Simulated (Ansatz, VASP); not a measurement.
**Two plane-wave programs on Co**

```xyz
1
Lattice="0.0000 1.7868 1.7868 1.7868 0.0000 1.7868 1.7868 1.7868 0.0000" Properties=species:S:1:pos:R:3 pbc="T T T"
Co    0.0000    0.0000    0.0000
```

Alike in both runs: functional BLYP; k mesh 15 × 15 × 15; occupations fermi-dirac, width 0.05 eV; collinear spin.

Ansatz relaxed the structure, and its values are those at the end. VASP's run is a single point on that final structure, the one shown.

```csv
,VASP,Ansatz
version,VASP 6.6.1,Ansatz 0.2.0
potentials or method,"VASP PAW PBE potentials, release 64 (Co), cutoff 520 eV","plane waves (420 eV) with PAW, scalar-relativistic"
valence electrons in the cell,9,17
```

|  | VASP | Ansatz | Ansatz less VASP |
| --- | --- | --- | --- |
| pressure (GPa) | -0.2 | 0.0 | +0.23 |
| net moment per atom (μB) | 1.64 | 1.66 | +0.011 |
| size of the moment on the site where the two differ most (μB) | 1.67 | 1.72 | +0.056 |

VASP's potentials were made for PBE, not for BLYP. Site moments also hang on the region over which each program counts them. The functional is the same, so the differences come from potentials, cutoffs and numerics. VASP's potentials hold 9 valence electrons a cell and Ansatz's 17, so a difference there can come from the potentials and not from the codes.
